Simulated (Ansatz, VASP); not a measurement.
PdPt2S6: VASP beside Ansatz

```
Pd Pt S
1.0
     3.57126    0.00000    0.00000
    -1.78563    3.09280    0.00000
     0.00000    0.00000   18.96191
Pd Pt S
1 2 6
Direct
  0.00000 0.00000 0.00000
  0.00000 0.00000 0.33229
  0.00000 0.00000 0.66771
  0.33333 0.66667 0.06487
  0.33333 0.66667 0.39718
  0.33333 0.66667 0.73259
  0.66667 0.33333 0.26741
  0.66667 0.33333 0.60282
  0.66667 0.33333 0.93513
```

Alike in both runs: functional PBE; k mesh 12 × 12 × 2; occupations gaussian, width 0.02 eV; no spin polarisation.

Ansatz relaxed the structure, and its values are those at the end. VASP's run is a single point on that final structure, the one shown.

```csv
,VASP,Ansatz
version,VASP 6.6.1,Ansatz 0.2.0
potentials or method,"VASP PAW PBE potentials, release 64 (Pd, Pt, S), cutoff 520 eV","scalar-relativistic, plane waves, PAW"
valence electrons in the cell,66,90
```

```tsv
	VASP	Ansatz	Ansatz less VASP
gap on the k mesh at the Fermi level (eV)	1.05	1.06	+0.003
least direct gap on the mesh (eV)	1.19	1.19	-0.001
pressure (GPa)	-0.3	0.0	+0.33
rms of the force components (eV/Å)	0.016	0.000	-0.0158
```

VASP's potentials hold 66 valence electrons a cell and Ansatz's 90, so a difference there can come from the potentials and not from the codes.

Neither program's run includes spin-orbit coupling.
